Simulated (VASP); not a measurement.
Input of a VASP 6.6.1 run:

The input INCAR:

```
PREC = Accurate
ENCUT = 520
EDIFF = 1E-6
ISMEAR = 0
SIGMA = 0.01
LREAL = False
LASPH = True
NELM = 80
ALGO = Normal
ISIF = 2
LWAVE = False
LCHARG = False
GGA = PS
NBANDS = 15
```

KPOINTS

```
regular mesh
0
Gamma
  8 8 8
```

File POSCAR:

```
KF
1.0
    2.6674583776      2.6674583776      0.0000000000
   -2.6674583776      2.6674583776      0.0000000000
    0.0000000000      2.6674583776      2.6462248781
K F
1 1
Direct
    0.0000000000      0.0000000000      0.0000000000
    0.5000000000      0.5000000000      0.0000000000
```

Potentials or basis: VASP PAW PBE potentials, release 64 (K_sv, F).

Command:

```sh
$ cat potpaw_PBE.64/K_sv/POTCAR potpaw_PBE.64/F/POTCAR > POTCAR
$ mpirun -np 1 vasp_std > vasp.out
```

(1) What does it give for the band gap on the k mesh?

(2) What does it give for the pressure?

Answers

(1) 6.09 eV, direct.

(2) -0.2 GPa.

Caveat: the cell differs from its parent crystal (in-plane strain +0.005, then relaxed in part); the PAW data sets were made with another functional, which shifts forces and pressure a little.
